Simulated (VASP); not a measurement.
Wanted: the native input for a VASP 6.6.1 run.

```
Task                   : single point
Functional             : PBE
Dispersion             : D4
Potentials or basis    : VASP PAW PBE potentials, release 64 (Ca_sv)
Cutoff                 : 520 eV
k mesh                 : 7 × 7 × 7
Occupations            : fermi-dirac, width 0.1 eV
Spin                   : collinear spin
Starting moments       : [0.5] μB
Dipole correction      : no
Further INCAR settings : ALGO = Fast; EDIFF = 1e-06; NBANDS = 15
```

The structure of Ca lies in POSCAR:

```
Ca
1.0
   -2.2097260186      2.2097260186      2.2097260186
    2.2097260186     -2.2097260186      2.2097260186
    2.2097260186      2.2097260186     -2.2097260186
Ca
1
Direct
    0.0000000000      0.0000000000      0.0000000000
```

This isn't the form of Ca at room conditions, which is fcc.

These files were run (other wordings do the same):

INCAR

```
PREC     = Accurate       # precision mode
ENCUT    = 520            # plane-wave cutoff, eV
EDIFF    = 1E-6           # SCF threshold, eV
ISMEAR   = -1             # smearing method
SIGMA    = 0.1            # smearing width, eV
LREAL    = F              # projectors in reciprocal space
LASPH    = T              # aspherical terms in the spheres
NELM     = 150            # most SCF steps
ALGO     = Fast           # electronic algorithm
ISIF     = 2              # what is computed and relaxed
LWAVE    = F              # write WAVECAR
LCHARG   = F              # write CHGCAR
ISPIN    = 2              # spin polarisation
MAGMOM   = 0.5            # initial moments
LORBIT   = 11             # projections on sites
GGA      = PE             # functional
IVDW     = 13             # dispersion correction
NBANDS   = 15             # bands
```

KPOINTS

```
Automatic mesh
0
Gamma
  7 7 7
```

Potentials or basis: VASP PAW PBE potentials, release 64 (Ca_sv).

Launch:

```console
$ cat potpaw_PBE.64/Ca_sv/POTCAR > POTCAR
$ mpirun -np 1 vasp_std > vasp.out
```

Results of the run:

- Pressure: -1.0 GPa
- Band gap on the k mesh: zero (filled and empty bands overlap)
- Net moment: 0.00 μB per cell
- Valence electrons inside the program's atomic spheres: Ca 8.07
- Dispersion energy per atom: -0.172 eV

It took 16 s on 1 thread of Intel(R) Xeon(R) Platinum 8488C (Sapphire Rapids), on a shared host, peak memory 0.17 GiB.
